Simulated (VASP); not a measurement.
A run of VASP 6.6.1:

Contents of INCAR:

```
SYSTEM = Nb
PREC = Accurate
ENCUT = 520
EDIFF = 1E-7
ISMEAR = -1
SIGMA = 0.1
LREAL = .False.
LASPH = .True.
NELM = 80
ALGO = Normal
ISIF = 2
LWAVE = .False.
LCHARG = .False.
GGA = B5
ALDAX = 1.0
AGGAX = 1.0
AGGAC = 1.0
ALDAC = 0.0
NBANDS = 20
```

Contents of KPOINTS:

```
Automatic mesh
0
Gamma
  10 10 10
  0 0 0
```

File POSCAR:

```
Nb
1.0
    0.0000000000      2.9390060281      2.9390060281
    2.9390060281      0.0000000000      2.9390060281
    2.9390060281      2.9390060281      0.0000000000
Nb
2
Direct
    0.1250000000      0.1250000000      0.1250000000
    0.8750000000      0.8750000000      0.8750000000
```

Potentials or basis: VASP PAW PBE potentials, release 64 (Nb_sv).

Run with:

```sh
$ cat potpaw_PBE.64/Nb_sv/POTCAR > POTCAR
$ mpirun -np 1 vasp_std > vasp.out
```

Hardware: 1 thread of Intel(R) Xeon(R) Platinum 8124M CPU @ 3.00GHz (Skylake/Cascade Lake) (shared host).

Problem. How long does it take, and how much memory?

Solution. Wall time 62 s on 1 thread of Intel(R) Xeon(R) Platinum 8124M CPU @ 3.00GHz (Skylake/Cascade Lake), on a shared host, peak memory 0.19 GiB. Counts: scf iterations 13, k points 47.
